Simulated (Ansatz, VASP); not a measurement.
# BaMgSbF: VASP beside Ansatz

```
Ba Sb Mg F
1.0
     4.51607    0.00000    0.00000
     0.00000    4.51607    0.00000
     0.00000    0.00000    9.49063
Ba Sb Mg F
2 2 2 2
Direct
  0.50000 0.00000 0.13783
  0.00000 0.50000 0.86217
  0.50000 0.00000 0.68159
  0.00000 0.50000 0.31841
  0.50000 0.50000 0.50000
  0.00000 0.00000 0.50000
  0.50000 0.50000 0.00000
  0.00000 0.00000 0.00000
```

Alike in both runs: functional LDA; k mesh 6 × 6 × 4; occupations gaussian, width 0.02 eV; no spin polarisation.

Ansatz relaxed the structure, and its values are those at the end. VASP's run is a single point on that final structure, the one shown.

```csv
,VASP,Ansatz
version,VASP 6.6.1,Ansatz 0.2.0
potentials or method,"VASP PAW LDA potentials, release 64 (Ba_sv, Sb, Mg, F), cutoff 520 eV","scalar-relativistic, plane waves, PAW"
valence electrons in the cell,48,84
```

|  | VASP | Ansatz | Ansatz less VASP |
| --- | --- | --- | --- |
| gap on the k mesh at the Fermi level (eV) | 1.12 | 1.15 | +0.032 |
| least direct gap on the mesh (eV) | 1.12 | 1.15 | +0.032 |
| pressure (GPa) | 0.7 | 0.0 | -0.68 |
| rms of the force components (eV/Å) | 0.048 | 0.000 | -0.0481 |

LDA's correlation is that of Perdew and Zunger in VASP and of Perdew and Wang (1992) in Ansatz. VASP's potentials hold 48 valence electrons a cell and Ansatz's 84, so a difference there can come from the potentials and not from the codes.

Neither program's run includes spin-orbit coupling.
